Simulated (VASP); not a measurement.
Input of a VASP 6.6.1 run:

INCAR

```
PREC = Accurate ; ENCUT = 520
EDIFF = 1E-6 ; ISMEAR = -1
SIGMA = 0.1 ; LREAL = False
LASPH = True ; NELM = 100
ALGO = Normal ; ISIF = 2
LWAVE = False ; LCHARG = True
GGA = PS ; LELF = True
LVHAR = True ; NBANDS = 26
```

Contents of KPOINTS:

```
regular mesh
0
Gamma
  18 18 18
```

Contents of POSCAR:

```
NbAs
1.0
   -1.7138365169      1.7138365169      5.7626725709
    1.7138365169     -1.7138365169      5.7626725709
    1.7138365169      1.7138365169     -5.7626725709
Nb As
2 2
Direct
   -0.0013539941     -0.0013539941      0.0000000000
    0.7486460059      0.2486460059      0.5000000000
    0.4173539941      0.4173539941      0.0000000000
    0.1673539941      0.6673539941      0.5000000000
```

Potentials or basis: VASP PAW PBE potentials, release 64 (Nb_sv, As).

The run is started by

```bash
$ cat potpaw_PBE.64/Nb_sv/POTCAR potpaw_PBE.64/As/POTCAR > POTCAR
$ mpirun -np 1 vasp_std > vasp.out
```

(1) What does it give for the pressure?

(2) Predict the band gap on the k mesh.

Results:

(1) 2.5 GPa.

(2) zero (band 18 reaches 9.89 eV, above the bottom of band 19 at 9.87 eV).

Caveat: the PAW data sets were made with another functional, which shifts forces and pressure a little.
